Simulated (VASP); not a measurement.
Crystal: TiO2.

```
CELL_PARAMETERS angstrom
4.59220 0.00000 0.00000
0.00000 4.59220 0.00000
0.00000 0.00000 2.95740
ATOMIC_POSITIONS crystal
Ti 0.00000 0.00000 0.00000
Ti 0.50000 0.50000 0.50000
O 0.30496 0.30496 0.00000
O 0.19504 0.80496 0.50000
O 0.69504 0.69504 0.00000
O 0.80496 0.19504 0.50000
```

```yaml
Program: VASP 6.6.1
Task: relaxation of cell and atoms
Functional: RPBE
Potentials_or_basis: VASP PAW PBE potentials, release 64 (Ti_sv, O)
Cutoff: 600 eV
k_mesh: 5 × 5 × 7
Occupations: gaussian, width 0.01 eV
Spin: no spin polarisation
```

At the start: pressure 10.9 GPa; volume 10.39 Å³/atom.

Q: Where does the relaxation end?

A: Over 6 steps the energy falls by 17.0 meV/atom and the volume is 10.92 Å³/atom (+5.1 %); space group P4_2/mnm (No. 136, to 0.1 Å) before and after.

The path:
```
step  energy change (eV)  largest force (eV/Å)  pressure (GPa)  volume (Å³)
   1              0.0000                0.1544           10.86        62.37
   2              0.0327                0.3964          -10.32        68.94
   3             -0.0951                0.1271           -0.02        65.30
   4             -0.0951                0.1222            0.18        65.24
   5             -0.1007                0.0487            0.14        65.41
   6             -0.1017                0.0007            0.16        65.52
```

Final structure:
```cif
data_structure
_symmetry_space_group_name_H-M 'P 1'
_symmetry_Int_Tables_number 1
_cell_length_a 4.6876
_cell_length_b 4.6876
_cell_length_c 2.9818
_cell_angle_alpha 90.000
_cell_angle_beta 90.000
_cell_angle_gamma 90.000
_cell_volume 65.52
loop_
_atom_site_label
_atom_site_type_symbol
_atom_site_fract_x
_atom_site_fract_y
_atom_site_fract_z
_atom_site_occupancy
Ti1 Ti 0.00000 0.00000 0.00000 1
Ti2 Ti 0.50000 0.50000 0.50000 1
O1 O 0.30572 0.30572 0.00000 1
O2 O 0.19428 0.80572 0.50000 1
O3 O 0.69428 0.69428 0.00000 1
O4 O 0.80572 0.19428 0.50000 1
```

Caveat: the PAW data sets were made with another functional, which shifts forces and pressure a little.
